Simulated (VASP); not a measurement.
# Bi3Te2S (P31m) in VASP: further runs

The runs below take Bi3Te2S through single point, relaxation of cell and atoms, with PBE.

Program: VASP 6.6.1. These are calculated values, not measurements. Logs are shortened: lines on timing, memory, paths and dates and some standing lists are left out, and cuts for length are marked.

**1. The cell of the first run**

It takes space group P31m (No. 157, trigonal). Conventional cell: a = 5.837 Å, b = 5.837 Å, c = 6.506 Å, α = 90.00°, β = 90.00°, γ = 120.00°. Within 3.6 Å of Bi (site symmetry m) lie 1 S at 2.75 Å and 6 Bi at 3.30 to 3.41 Å and 2 Te at 3.43 Å. Within 4.4 Å of Te (site symmetry 3) lie 3 Te at 3.37 Å and 6 Bi at 3.43 to 4.19 Å and 3 S at 3.78 Å. Within 3.6 Å of S (site symmetry 3m) lie 3 Bi at 2.75 Å.

The cell was generated, and may not be a known phase.

**2. Single point, PBE**

Contents of INCAR:

```
SYSTEM = Bi3Te2S
  PREC = Accurate
  ENCUT = 520
  EDIFF = 1E-6
  ISMEAR = 0
  SIGMA = 0.1
  LREAL = .False.
  LASPH = .True.
  NELM = 80
  ALGO = Normal
  ISIF = 2
  LWAVE = .False.
  LCHARG = .False.
  GGA = PE
  NBANDS = 40
```

Contents of KPOINTS:

```
regular mesh
0
Gamma
  3 3 2
  0 0 0
```

Contents of POSCAR:

```
Bi3Te2S
1.0
    5.8371901180      0.0000000000      0.0000000000
   -2.9185950590      5.0551549289      0.0000000000
    0.0000000000      0.0000000000      6.5060308012
Bi Te S
3 2 1
Direct
    0.6740261934      0.0000000000      0.5161811690
    0.0000000000      0.6740261934      0.5161811690
    0.3259738066      0.3259738066      0.5161811690
    0.3333333333      0.6666666667      0.9482809429
    0.6666666667      0.3333333333      0.9482809429
    0.0000000000      0.0000000000      0.2114777772
```

Potentials or basis: VASP PAW PBE potentials, release 64 (Bi_d, Te, S).

Started as:

```bash
> cat potpaw_PBE.64/Bi_d/POTCAR potpaw_PBE.64/Te/POTCAR potpaw_PBE.64/S/POTCAR > POTCAR
> mpirun -np 1 vasp_std > vasp.out
```

OUTCAR:

```text
SYSTEM = Bi3Te2S
   PREC = Accurate
   ENCUT = 520
   EDIFF = 1E-6
   ISMEAR = 0
   LREAL = .False.
   LASPH = .True.
   NELM = 80
   ISIF = 2
   GGA = PE

 ion  position               nearest neighbor table
   1  0.674  0.000  0.516-   6 2.75   2 3.30   3 3.30   2 3.41   3 3.41   2 3.41   3 3.41   5 3.43
                             4 3.43
   2  0.000  0.674  0.516-   6 2.75   3 3.30   1 3.30   1 3.41   3 3.41   3 3.41   1 3.41   4 3.43
                             5 3.43
   3  0.326  0.326  0.516-   6 2.75   2 3.30   1 3.30   1 3.41   2 3.41   2 3.41   1 3.41   4 3.43
                             5 3.43
   4  0.333  0.667  0.948-   5 3.37   5 3.37   5 3.37   2 3.43   1 3.43   3 3.43
   5  0.667  0.333  0.948-   4 3.37   4 3.37   4 3.37   1 3.43   2 3.43   3 3.43
   6  0.000  0.000  0.211-   2 2.75   3 2.75   1 2.75

  LATTYP: Found a hexagonal cell.
 ALAT       =     5.8371901180
 C/A-ratio  =     1.1145826450

  Lattice vectors:

 A1 = (   5.8371901180,   0.0000000000,   0.0000000000)
 A2 = (  -2.9185950590,   5.0551549289,   0.0000000000)
 A3 = (   0.0000000000,   0.0000000000,   6.5060308012)

Analysis of symmetry for initial positions (statically):
=====================================================================
 Subroutine PRICEL returns:
 Original cell was already a primitive cell.

 Routine SETGRP: Setting up the symmetry group for a
 hexagonal supercell.

 Subroutine GETGRP returns: Found  6 space group operations
 (whereof  6 operations were pure point group operations)
 out of a pool of 24 trial point group operations.

The static configuration has the point symmetry C_3v.

Analysis of symmetry for dynamics (positions and initial velocities):
=====================================================================
 Subroutine PRICEL returns:
 Original cell was already a primitive cell.

 Routine SETGRP: Setting up the symmetry group for a
 hexagonal supercell.

 Subroutine GETGRP returns: Found  6 space group operations
 (whereof  6 operations were pure point group operations)
 out of a pool of 24 trial point group operations.

The dynamic configuration has the point symmetry C_3v.

 Subroutine INISYM returns: Found  6 space group operations
 (whereof  6 operations are pure point group operations),
 and found     1 'primitive' translations

----------------------------------------------------------------------------------------

                                     Primitive cell

  volume of cell :     191.9793

  direct lattice vectors                    reciprocal lattice vectors
     5.837190118  0.000000000  0.000000000     0.171315304  0.098908937  0.000000000
    -2.918595059  5.055154929  0.000000000     0.000000000  0.197817874  0.000000000
     0.000000000  0.000000000  6.506030801     0.000000000  0.000000000  0.153703545

  length of vectors
     5.837190118  5.837190118  6.506030801     0.197817874  0.197817874  0.153703545

  position of ions in fractional coordinates (direct lattice)
     0.674026193  0.000000000  0.516181169
     0.000000000  0.674026193  0.516181169
     0.325973807  0.325973807  0.516181169
     0.333333333  0.666666667  0.948280943
     0.666666667  0.333333333  0.948280943
     0.000000000  0.000000000  0.211477777

  ion indices of the primitive-cell ions
   primitive index   ion index
                 1           1
                 2           2
                 3           3
                 4           4
                 5           5
                 6           6

----------------------------------------------------------------------------------------

 KPOINTS: regular mesh

Automatic generation of k-mesh.
 Grid dimensions read from file:
 generate k-points for:    3    3    2

 Generating k-lattice:

  Cartesian coordinates                     Fractional coordinates (reciprocal lattice)
     0.057105101  0.032969646  0.000000000     0.333333333  0.000000000  0.000000000
     0.000000000  0.065939291  0.000000000     0.000000000  0.333333333  0.000000000
     0.000000000  0.000000000  0.076851773     0.000000000  0.000000000  0.500000000

  Length of vectors
     0.065939291  0.065939291  0.076851773

  Shift w.r.t. Gamma in fractional coordinates (k-lattice)
     0.000000000  0.000000000  0.000000000

 Subroutine IBZKPT returns following result:
 ===========================================

 Found      6 irreducible k-points:

 Following reciprocal coordinates:
            Coordinates               Weight
  0.000000  0.000000  0.000000      1.000000
  0.333333  0.000000  0.000000      6.000000
  0.333333  0.333333  0.000000      2.000000
  0.000000  0.000000  0.500000      1.000000
  0.333333  0.000000  0.500000      6.000000
  0.333333  0.333333  0.500000      2.000000
   k-points           NKPTS =      6   k-points in BZ     NKDIM =      6   number of bands    NBANDS=     40
   number of dos      NEDOS =    301   number of ions     NIONS =      6
   total plane-waves  NPLWV = 110592
   dimension x,y,z NGX =    48 NGY =   48 NGZ =   48
   dimension x,y,z NGXF=    96 NGYF=   96 NGZF=   96
   ions per type =               3   2   1
   NGX,Y,Z   is equivalent  to a cutoff of  13.67, 13.67, 12.27 a.u.
   NGXF,Y,Z  is equivalent  to a cutoff of  27.34, 27.34, 24.53 a.u.
 SYSTEM =  Bi3Te2S
   PREC   = accura    normal or accurate (medium, high low for compatibility)
   ISTART =      0    job   : 0-new  1-cont  2-samecut
   ICHARG =      2    charge: 1-file 2-atom 10-const
   ISPIN  =      1    spin polarized calculation?
   LNONCOLLINEAR =      F non collinear calculations
   LSORBIT =      F    spin-orbit coupling
   LASPH  =      T    aspherical Exc in radial PAW
   ENCUT  =  520.0 eV  38.22 Ry    6.18 a.u.  10.85 10.85 12.10*2*pi/ulx,y,z
   NELM   =     80;   NELMIN=  2; NELMDL= -5     # of ELM steps
   EDIFF  = 0.1E-05   stopping-criterion for ELM
   LREAL  =      F    real-space projection
[... 7 lines left out ...]
   TEBEG  =    0.0;   TEEND  =   0.0 temperature during run
   PSTRESS=    0.0 pullay stress
   NELECT =      63.0000    total number of electrons
   NUPDOWN=      -1.0000    fix difference up-down
   EMIN   =  10.00;   EMAX   =-10.00  energy-range for DOS
   EFERMI =   0.00;   METHOD = LEGACY
   ISMEAR =     0;   SIGMA  =   0.10  broadening in eV -4-tet -1-fermi 0-gaus
   EFERMI_NEDOS =   21; number of points for ismear=-14 and -15
   IALGO  =     38    algorithm
   IMIX   =      4    mixing-type and parameters
     AMIX     =   0.40;   BMIX     =  1.00
     AMIX_MAG =   1.60;   BMIX_MAG =  1.00
  volume/ion in A,a.u.               =      32.00       215.92
  Fermi-wavevector in a.u.,A,eV,Ry     =   1.129198  2.133875 17.348636  1.275089
  Thomas-Fermi vector in A             =   2.265891
   LORBIT       =      0    0 simple, 1 ext, 2 COOP (PROOUT), +10 PAW based schemes
   GGA     = PE    functional components
   LHFCALC =     F    Hartree Fock is set to
   AEXX    =    0.0000 exact exchange contribution
   IVDW    =     0    specifies the selected vdW correction
   LEPSILON=     F    determine dielectric tensor
   LRPA    =     F    only Hartree local field effects (RPA)
 non-spin polarized calculation
 Gauss-broadening in eV      SIGMA  =   0.10
  energy-cutoff  :      520.00
  volume of cell :      191.98
 maximum number of plane-waves:      5193
 NGX is ok and might be reduce to    48
   NGX = 21   NGY = 21   NGZ = 25

 number of electron      63.0000000 magnetization

 Free energy of the ion-electron system (eV)
  ---------------------------------------------------
  ext. energy  EPLUGINS =         0.00000000
  ---------------------------------------------------
  free energy    TOTEN  =       -21.24496920 eV

  energy without entropy =      -21.21083942  energy(sigma->0) =      -21.22790431

 E-fermi :   6.0252     XC(G=0):  -9.4589

 val. band max:        6.0012454462   @ k =   0.3333   0.0000   0.0000
 cond. band min:       6.4214272551   @ k =   0.3333   0.0000   0.0000
 fundamental gap:      0.4201818089
 Fermi energy:         6.0251746746

 k-point     1 :       0.0000    0.0000    0.0000
  band No.  band energies     occupation
      1     -17.1935      2.00000
      2     -17.1809      2.00000
      3     -17.1809      2.00000
      4     -17.1563      2.00000
      5     -17.1121      2.00000
      6     -17.1098      2.00000
[... 32 lines left out ...]
     39      11.1317      0.00000
     40      11.9619      0.00000

 k-point     2 :       0.3333    0.0000    0.0000
  band No.  band energies     occupation
      1     -17.2283      2.00000
      2     -17.1910      2.00000
      3     -17.1777      2.00000
      4     -17.1639      2.00000
      5     -17.1393      2.00000
      6     -17.1238      2.00000
[... 32 lines left out ...]
     39       9.7468      0.00000
     40      11.6738      0.00000

 k-point     3 :       0.3333    0.3333    0.0000
  band No.  band energies     occupation
      1     -17.2482      2.00000
      2     -17.2266      2.00000
      3     -17.2266      2.00000
      4     -17.1432      2.00000
      5     -17.1207      2.00000
      6     -17.1207      2.00000
[... 32 lines left out ...]
     39       9.4914      0.00000
     40      11.6056      0.00000

 k-point     4 :       0.0000    0.0000    0.5000
  band No.  band energies     occupation
      1     -17.1933      2.00000
      2     -17.1809      2.00000
      3     -17.1809      2.00000
      4     -17.1564      2.00000
      5     -17.1122      2.00000
      6     -17.1098      2.00000
[... 32 lines left out ...]
     39      11.2323      0.00000
     40      11.2323      0.00000

 k-point     5 :       0.3333    0.0000    0.5000
  band No.  band energies     occupation
      1     -17.2283      2.00000
      2     -17.1911      2.00000
      3     -17.1777      2.00000
      4     -17.1639      2.00000
      5     -17.1393      2.00000
      6     -17.1239      2.00000
[... 32 lines left out ...]
     39       9.5778      0.00000
     40      10.9426      0.00000

 k-point     6 :       0.3333    0.3333    0.5000
  band No.  band energies     occupation
      1     -17.2482      2.00000
      2     -17.2266      2.00000
      3     -17.2266      2.00000
      4     -17.1432      2.00000
      5     -17.1208      2.00000
      6     -17.1208      2.00000
[... 32 lines left out ...]
     39       9.1000      0.00000
     40      10.6395      0.00000

------------------------ aborting loop because EDIFF is reached ----------------------------------------

  FORCE on cell =-STRESS in cart. coord.  units (eV):
  Direction    XX          YY          ZZ          XY          YZ          ZX
  --------------------------------------------------------------------------------------
  -------------------------------------------------------------------------------------
  Total       -0.0771862     -0.0771862     -0.0493866      0.0000000      0.0000000     -0.0000000
  in kB       -0.6441633     -0.6441633     -0.4121598      0.0000000      0.0000000     -0.0000000
  external PRESSURE =      -0.5668288 kB  Pullay stress =       0.0000000 kB

 VOLUME and BASIS-vectors are now :
 -----------------------------------------------------------------------------
  energy-cutoff  :      520.00
  volume of cell :      191.98
      direct lattice vectors                 reciprocal lattice vectors
     5.837190118  0.000000000  0.000000000     0.171315304  0.098908937  0.000000000
    -2.918595059  5.055154929  0.000000000     0.000000000  0.197817874  0.000000000
     0.000000000  0.000000000  6.506030801     0.000000000  0.000000000  0.153703545

 POSITION                                       TOTAL-FORCE (eV/Angst)
 -----------------------------------------------------------------------------------
      3.93442      0.00000      3.35829         0.013655     -0.000000     -0.003012
     -1.96721      3.40731      3.35829        -0.006827      0.011825     -0.003012
      0.95139      1.64785      3.35829        -0.006827     -0.011825     -0.003012
     -0.00000      3.37010      6.16955         0.000000      0.000000     -0.001189
      2.91860      1.68505      6.16955         0.000000      0.000000     -0.001189
      0.00000      0.00000      1.37588        -0.000000     -0.000000      0.011413
 -----------------------------------------------------------------------------------
    total drift:                                0.000000      0.000000     -0.001964

  FREE ENERGIE OF THE ION-ELECTRON SYSTEM (eV)
  ---------------------------------------------------
  free  energy   TOTEN  =       -21.2449692029 eV

  energy  without entropy=      -21.2108394169  energy(sigma->0) =      -21.22790431
```

Wall time 36 s (1 thread of AMD EPYC 9R45 (Zen 5), shared host); peak memory 0.3 GiB.

Results:

```
Free energy            : -21.2450 eV
Pressure               : -0.1 GPa
Largest force          : 0.014 eV/Å
Band gap on the k mesh : zero (an odd number of electrons rules out a gap without spin polarisation)
```

Forces in eV/Å, atoms in the order of the input:
```
Bi   0.014  0.000 -0.003
Bi  -0.007  0.012 -0.003
Bi  -0.007 -0.012 -0.003
Te   0.000  0.000 -0.001
Te   0.000  0.000 -0.001
S    0.000  0.000  0.011
```

Caveat: the k points lie up to 0.48 Å⁻¹ apart, too coarse for converged energies and pressures of a metal; spin-orbit coupling is left out, which moves the levels of the heavy elements.

**3. Single point, PBE**

This run uses another cell than the first one, of 37.94 Å³/atom.

Contents of INCAR:

```
ALGO     = Normal         # electronic algorithm
EDIFF    = 1E-7           # SCF threshold, eV
ENCUT    = 520            # plane-wave cutoff, eV
GGA      = PE             # functional
ISIF     = 2              # what is computed and relaxed
ISMEAR   = 0              # smearing method
LASPH    = True           # aspherical terms in the spheres
LCHARG   = True           # write CHGCAR
LELF     = True           # ELF
LREAL    = False          # projectors in reciprocal space
LVHAR    = True         
LWAVE    = False          # write WAVECAR
NBANDS   = 40             # bands
NELM     = 80             # most SCF steps
PREC     = Accurate       # precision mode
SIGMA    = 0.1            # smearing width, eV
```

Contents of KPOINTS:

```
k-points
0
Gamma
  3 3 2
```

Contents of POSCAR:

```
Bi3Te2S
1.0
    5.9117975200      0.0000000000      0.0000000000
   -2.9558987600      5.1197668300      0.0000000000
    0.0000000000      0.0000000000      7.5206153600
Bi Te S
3 2 1
Direct
    0.6838180900      0.0000000000      0.5292175800
    0.0000000000      0.6838180900      0.5292175800
    0.3161819100      0.3161819100      0.5292175800
    0.3333333300      0.6666666700      0.9853102300
    0.6666666700      0.3333333300      0.9853102300
    0.0000000000      0.0000000000      0.0983099700
```

Potentials or basis: VASP PAW PBE potentials, release 64 (Bi_d, Te, S).

Started as:

```bash
> cat potpaw_PBE.64/Bi_d/POTCAR potpaw_PBE.64/Te/POTCAR potpaw_PBE.64/S/POTCAR > POTCAR
> mpirun -np 1 vasp_std > vasp.out
```

Wall time 55 s (1 thread of AMD EPYC 9R45 (Zen 5), shared host); peak memory 0.33 GiB.

Results (log left out):

- Free energy: -18.4434 eV
- Pressure: -5.5 GPa
- Largest force: 0.611 eV/Å
- Band gap on the k mesh: zero (an odd number of electrons rules out a gap without spin polarisation)

Forces on the atoms (eV/Å):
```
Bi   0.102  0.000 -0.070
Bi  -0.051  0.088 -0.070
Bi  -0.051 -0.088 -0.070
Te   0.000  0.000 -0.200
Te   0.000  0.000 -0.200
S    0.000  0.000  0.611
```

Stress tensor (GPa, compression positive):
```
-5.26  0.00  0.00
 0.00 -5.26  0.00
 0.00  0.00 -6.05
```

Levels at points of the mesh, in eV from the Fermi level:
```csv
k point,band 29,band 30,band 31,band 32,band 33,band 34,band 35,band 36
"(0.00, 0.00, 0.00)",-2.10,-2.10,-1.23,-0.51,-0.04,0.34,0.34,1.70
"(0.00, 0.00, 0.50)",-2.37,-2.37,-2.26,-0.45,0.01,1.00,1.00,1.48
```

Caveat: the k points lie up to 0.42 Å⁻¹ apart, too coarse for converged energies and pressures of a metal; spin-orbit coupling is left out, which moves the levels of the heavy elements; this functional lacks dispersion, which binds layers or chains, so the pressure and a relaxed spacing across them are unreliable.

(Part 1 of 2 ends here.)

The gap in the log of VASP goes by the Fermi energy; the results here count the filled bands.